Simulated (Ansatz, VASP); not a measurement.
**One calculation of SiC, two programs**

```xyz
16
Lattice="1.5376 -2.6632 0.0000 0.0000 0.0000 -5.0482 9.6100 4.6606 1.2620" Properties=species:S:1:pos:R:3 pbc="T T T"
Si    8.4568    3.1071   -5.0249
Si    0.7688    0.4439   -5.0249
Si    3.8440    0.4439   -5.0249
Si    5.3816    3.1071   -5.0249
Si    9.9944    2.2193   -2.5008
Si    2.3064   -0.4439   -2.5008
Si    5.3816   -0.4439   -2.5008
Si    6.9192    2.2193   -2.5008
C     8.4568    3.1071   -3.1279
C     0.7688    0.4439   -3.1279
C     3.8440    0.4439   -3.1279
C     5.3816    3.1071   -3.1279
C     9.9944    2.2193   -0.6038
C     2.3064   -0.4439   -0.6038
C     5.3816   -0.4439   -0.6038
C     6.9192    2.2193   -0.6038
```

Alike in both runs: task single point; functional r2SCAN; k mesh 7 × 5 × 2; occupations gaussian, width 0.05 eV; no spin polarisation.

```csv
,VASP,Ansatz
version,VASP 6.6.1,Ansatz 0.2.0
potentials or method,"VASP PAW PBE potentials, release 64 (Si, C), cutoff 520 eV","scalar-relativistic, plane waves, PAW"
valence electrons in the cell,64,64
```

Ansatz gave:

| Quantity | Value |
| --- | --- |
| gap on the k mesh at the Fermi level (eV) | none |
| pressure (GPa) | 1.2 |
| traceless stress, the component that is largest in VASP (GPa) | 4.99 |
| rms of the force components (eV/Å) | 0.754 |

Question: Estimate VASP's values.

Answer: gap on the k mesh at the Fermi level (eV): none; pressure (GPa): 1.1; traceless stress, the component that is largest in VASP (GPa): 5.02; rms of the force components (eV/Å): 0.754.

VASP's potentials were made for PBE, not for r2SCAN. Atom by atom the forces differ by 0.006 eV/Å (rms over components). A gap of «none» marks a metal or a gap that the smearing closes.
